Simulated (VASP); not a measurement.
A run of VASP 6.6.1 is set up as follows.

File INCAR:

```
  PREC = Accurate
  ENCUT = 520
  EDIFF = 1E-6
  ISMEAR = 0
  SIGMA = 0.15
  LREAL = False
  LASPH = True
  NELM = 80
  ALGO = Normal
  ISIF = 2
  LWAVE = False
  LCHARG = True
  GGA = PE
  LELF = True
  LVHAR = True
  NBANDS = 16
```

File KPOINTS:

```
Automatic mesh
0
Gamma
  18 18 10
```

POSCAR

```
InSb
1.0
    3.3142272078      0.0000000000      0.0000000000
    0.0000000000      3.3142272078      0.0000000000
    0.0000000000      0.0000000000      5.3563296731
In Sb
1 1
Direct
    0.0000000000      0.0000000000      0.0000000000
    0.0000000000      0.0000000000      0.5000000000
```

Potentials or basis: VASP PAW PBE potentials, release 64 (In_d, Sb).

Launch:

```bash
$ cat potpaw_PBE.64/In_d/POTCAR potpaw_PBE.64/Sb/POTCAR > POTCAR
$ mpirun -np 1 vasp_std > vasp.out
```

Q: Predict the band gap on the k mesh.

A: Zero (band 9 reaches 9.56 eV, above the bottom of band 10 at 4.77 eV).

Q: Predict the pressure.

A: 5.7 GPa.

Stress tensor (GPa, compression positive):
```
-3.80  0.00  0.00
 0.00 -3.80  0.00
 0.00  0.00 24.69
```

Caveat: spin-orbit coupling is left out, which moves the levels of the heavy elements.
